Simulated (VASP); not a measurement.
# C (P1) in VASP: single point with PBE

Aim: the single point of C with PBE.

Program: VASP 6.6.1. These are calculated values, not measurements. Logs are shortened: lines on timing, memory, paths and dates and some standing lists are left out, and cuts for length are marked.

## 1. The cell of the first run

The typed cell holds 8 atoms: a = 3.567 Å, b = 3.567 Å, c = 3.567 Å, α = 90.00°, β = 90.00°, γ = 90.00°.

## 2. Single point, PBE

INCAR reads:

```
PREC = Accurate
ENCUT = 600
EDIFF = 1E-6
ISMEAR = 0
SIGMA = 0.01
LREAL = F
LASPH = T
NELM = 120
ALGO = Normal
ISIF = 2
LWAVE = F
LCHARG = F
GGA = PE
ISYM = 0
NBANDS = 26
GGA_COMPAT = F
```

KPOINTS reads:

```
Automatic mesh
0
Gamma
  1 1 1
```

POSCAR reads:

```
C
1.0
    3.5670000000      0.0000000000      0.0000000000
    0.0000000000      3.5670000000      0.0000000000
    0.0000000000      0.0000000000      3.5670000000
C
8
Direct
    0.0032800000      0.0035900000     -0.0080600000
    0.0072600000      0.4920000000      0.5034000000
    0.4948500000     -0.0015300000      0.5071900000
    0.4940700000      0.5084000000     -0.0052600000
    0.2566800000      0.2493700000      0.2441700000
    0.2542100000      0.7417600000      0.7567600000
    0.7422400000      0.2527500000      0.7540900000
    0.7477900000      0.7575300000      0.2421900000
```

Potentials or basis: VASP PAW PBE potentials, release 64 (C).

Run with:

```bash
$ cat potpaw_PBE.64/C/POTCAR > POTCAR
$ mpirun -np 1 vasp_gam > vasp.out
```

OUTCAR:

```text
PREC = Accurate
   ENCUT = 600
   EDIFF = 1E-6
   ISMEAR = 0
   LREAL = F
   LASPH = T
   NELM = 120
   ISIF = 2
   GGA = PE
   ISYM = 0

 ion  position               nearest neighbor table
   1  0.003  0.004  0.992-   7 1.54   6 1.54   5 1.55   8 1.55
   2  0.007  0.492  0.503-   6 1.54   5 1.55   7 1.56   8 1.62
   3  0.495  0.998  0.507-   6 1.54   7 1.54   5 1.55   8 1.56
   4  0.494  0.508  0.995-   6 1.46   7 1.53   5 1.54   8 1.55
   5  0.257  0.249  0.244-   4 1.54   1 1.55   2 1.55   3 1.55
   6  0.254  0.742  0.757-   4 1.46   3 1.54   1 1.54   2 1.54
   7  0.742  0.253  0.754-   4 1.53   1 1.54   3 1.54   2 1.56
   8  0.748  0.758  0.242-   4 1.55   1 1.55   3 1.56   2 1.62

IMPORTANT INFORMATION: All symmetrisations will be switched off!
NOSYMM: (Re-)initialisation of all symmetry stuff for point group C_1.

----------------------------------------------------------------------------------------

                                     Primitive cell

  volume of cell :      45.3847

  direct lattice vectors                    reciprocal lattice vectors
     3.567000000  0.000000000  0.000000000     0.280347631  0.000000000  0.000000000
     0.000000000  3.567000000  0.000000000     0.000000000  0.280347631  0.000000000
     0.000000000  0.000000000  3.567000000     0.000000000  0.000000000  0.280347631

  length of vectors
     3.567000000  3.567000000  3.567000000     0.280347631  0.280347631  0.280347631

  position of ions in fractional coordinates (direct lattice)
     0.003280000  0.003590000  0.991940000
     0.007260000  0.492000000  0.503400000
     0.494850000  0.998470000  0.507190000
     0.494070000  0.508400000  0.994740000
     0.256680000  0.249370000  0.244170000
     0.254210000  0.741760000  0.756760000
     0.742240000  0.252750000  0.754090000
     0.747790000  0.757530000  0.242190000

  ion indices of the primitive-cell ions
   primitive index   ion index
                 1           1
                 2           2
                 3           3
                 4           4
                 5           5
                 6           6
                 7           7
                 8           8

----------------------------------------------------------------------------------------

 KPOINTS: Automatic mesh

Automatic generation of k-mesh.
 Grid dimensions read from file:
[... 44 lines left out ...]
   NSW    =      0    number of steps for IOM
   IBRION =     -1    ionic relax: 0-MD 1-quasi-New 2-CG
   NFREE  =      0    steps in history (QN), initial steepest desc. (CG)
   ISIF   =      2    stress and relaxation
   ISYM   =      0    0-nonsym 1-usesym 2-fastsym
   POTIM  = 0.5000    time-step for ionic-motion
   TEBEG  =    0.0;   TEEND  =   0.0 temperature during run
   PSTRESS=    0.0 pullay stress
   NELECT =      32.0000    total number of electrons
   NUPDOWN=      -1.0000    fix difference up-down
   EMIN   =  10.00;   EMAX   =-10.00  energy-range for DOS
   EFERMI =   0.00;   METHOD = LEGACY
   ISMEAR =     0;   SIGMA  =   0.01  broadening in eV -4-tet -1-fermi 0-gaus
   EFERMI_NEDOS =   21; number of points for ismear=-14 and -15
   IALGO  =     38    algorithm
   IMIX   =      4    mixing-type and parameters
     AMIX     =   0.40;   BMIX     =  1.00
     AMIX_MAG =   1.60;   BMIX_MAG =  1.00
  volume/ion in A,a.u.               =       5.67        38.28
  Fermi-wavevector in a.u.,A,eV,Ry     =   1.457097  2.753514 28.886949  2.123131
  Thomas-Fermi vector in A             =   2.573938
   LORBIT       =      0    0 simple, 1 ext, 2 COOP (PROOUT), +10 PAW based schemes
   GGA     = PE    functional components
   LHFCALC =     F    Hartree Fock is set to
   AEXX    =    0.0000 exact exchange contribution
   IVDW    =     0    specifies the selected vdW correction
   LEPSILON=     F    determine dielectric tensor
   LRPA    =     F    only Hartree local field effects (RPA)
 non-spin polarized calculation
 Gauss-broadening in eV      SIGMA  =   0.01
  energy-cutoff  :      600.00
  volume of cell :       45.38
 maximum number of plane-waves:       752
   NGX = 15   NGY = 15   NGZ = 15

 number of electron      32.0000001 magnetization

 Free energy of the ion-electron system (eV)
  ---------------------------------------------------
  ext. energy  EPLUGINS =         0.00000000
  ---------------------------------------------------
  free energy    TOTEN  =       -56.88968070 eV

  energy without entropy =      -56.88968070  energy(sigma->0) =      -56.88968070

 E-fermi :  10.3204     XC(G=0): -13.0458

 val. band max:       10.2288545654   @ k =   0.0000   0.0000   0.0000
 cond. band min:      14.1867213562   @ k =   0.0000   0.0000   0.0000
 fundamental gap:      3.9578667908
 Fermi energy:        10.3204022426

 k-point     1 :       0.0000    0.0000    0.0000
  band No.  band energies     occupation
      1     -11.4888      2.00000
      2      -3.0843      2.00000
      3      -2.7346      2.00000
      4      -2.7310      2.00000
      5      -2.7152      2.00000
      6      -2.6536      2.00000
[... 18 lines left out ...]
     25      15.8833      0.00000
     26      23.3734      0.00000

------------------------ aborting loop because EDIFF is reached ----------------------------------------

  FORCE on cell =-STRESS in cart. coord.  units (eV):
  Direction    XX          YY          ZZ          XY          YZ          ZX
  --------------------------------------------------------------------------------------
  -------------------------------------------------------------------------------------
  Total       13.1080666     13.2882492     13.0272259     -0.1381036     -0.2366036      0.3917453
  in kB      462.7430394    469.1038732    459.8891886     -4.8753559     -8.3526183     13.8294553
  external PRESSURE =     463.9120337 kB  Pullay stress =       0.0000000 kB

 VOLUME and BASIS-vectors are now :
 -----------------------------------------------------------------------------
  energy-cutoff  :      600.00
  volume of cell :       45.38
      direct lattice vectors                 reciprocal lattice vectors
     3.567000000  0.000000000  0.000000000     0.280347631  0.000000000  0.000000000
     0.000000000  3.567000000  0.000000000     0.000000000  0.280347631  0.000000000
     0.000000000  0.000000000  3.567000000     0.000000000  0.000000000  0.280347631

 POSITION                                       TOTAL-FORCE (eV/Angst)
 -----------------------------------------------------------------------------------
      0.01170      0.01281      3.53825        -0.565845     -0.174112      0.808986
      0.02590      1.75496      1.79563        -1.325215      0.578059     -1.239148
      1.76513      3.56154      1.80915         0.800052     -0.243017     -1.017148
      1.76235      1.81346      3.54824         1.687228     -0.984697      1.757157
      0.91558      0.88950      0.87095        -0.707410     -0.109303      0.816689
      0.90677      2.64586      2.69936        -1.706515      1.217526     -1.740091
      2.64757      0.90156      2.68984         0.784317      0.082387     -0.889372
      2.66737      2.70211      0.86389         1.033389     -0.366843      1.502926
 -----------------------------------------------------------------------------------
    total drift:                                0.000016      0.000058      0.000041

  FREE ENERGIE OF THE ION-ELECTRON SYSTEM (eV)
  ---------------------------------------------------
  free  energy   TOTEN  =       -56.8896807010 eV

  energy  without entropy=      -56.8896807010  energy(sigma->0) =      -56.88968070
```

OSZICAR:

```text
N       E                     dE             d eps       ncg     rms          rms(c)
DAV:   1     0.242089496989E+03    0.24209E+03   -0.21828E+04    52   0.140E+03
DAV:   2    -0.401737144658E+02   -0.28226E+03   -0.21506E+03    64   0.303E+02
DAV:   3    -0.606578042817E+02   -0.20484E+02   -0.18927E+02    62   0.747E+01
DAV:   4    -0.610564950998E+02   -0.39869E+00   -0.39815E+00    64   0.109E+01
DAV:   5    -0.610603029178E+02   -0.38078E-02   -0.38070E-02    62   0.115E+00    0.132E+01
DAV:   6    -0.579124430005E+02    0.31479E+01   -0.19195E+00    56   0.771E+00    0.780E+00
DAV:   7    -0.568681157017E+02    0.10443E+01   -0.23121E+00    52   0.861E+00    0.182E+00
DAV:   8    -0.568881679643E+02   -0.20052E-01   -0.49153E-02    52   0.134E+00    0.353E-01
DAV:   9    -0.568895532778E+02   -0.13853E-02   -0.30856E-03    56   0.392E-01    0.472E-02
DAV:  10    -0.568896245515E+02   -0.71274E-04   -0.17821E-04    62   0.906E-02    0.268E-02
DAV:  11    -0.568896683507E+02   -0.43799E-04   -0.24276E-05    60   0.381E-02    0.117E-02
DAV:  12    -0.568896805835E+02   -0.12233E-04   -0.14387E-05    52   0.279E-02    0.216E-03
DAV:  13    -0.568896807010E+02   -0.11744E-06   -0.70085E-07    34   0.629E-03
   1 F= -.56889681E+02 E0= -.56889681E+02  d E =-.225582E-38
```

It took 5.1 s on 1 thread of Intel Xeon 6975P-C, shared host; peak memory 0.14 GiB.

What came out:

```yaml
Free_energy: -56.8897 eV
Pressure: 46.4 GPa
Largest_force: 2.724 eV/Å
Band_gap_on_the_k_mesh: 3.96 eV
```

Forces on the atoms (eV/Å):
```
C   -0.566 -0.174  0.809
C   -1.325  0.578 -1.239
C    0.800 -0.243 -1.017
C    1.687 -0.985  1.757
C   -0.707 -0.109  0.817
C   -1.707  1.218 -1.740
C    0.784  0.082 -0.889
C    1.033 -0.367  1.503
```

Caveat: the k points lie up to 1.76 Å⁻¹ apart; forces of over 1 eV/Å act on the atoms, so gaps and moduli don't describe the material at rest. A k mesh can miss the band edges.
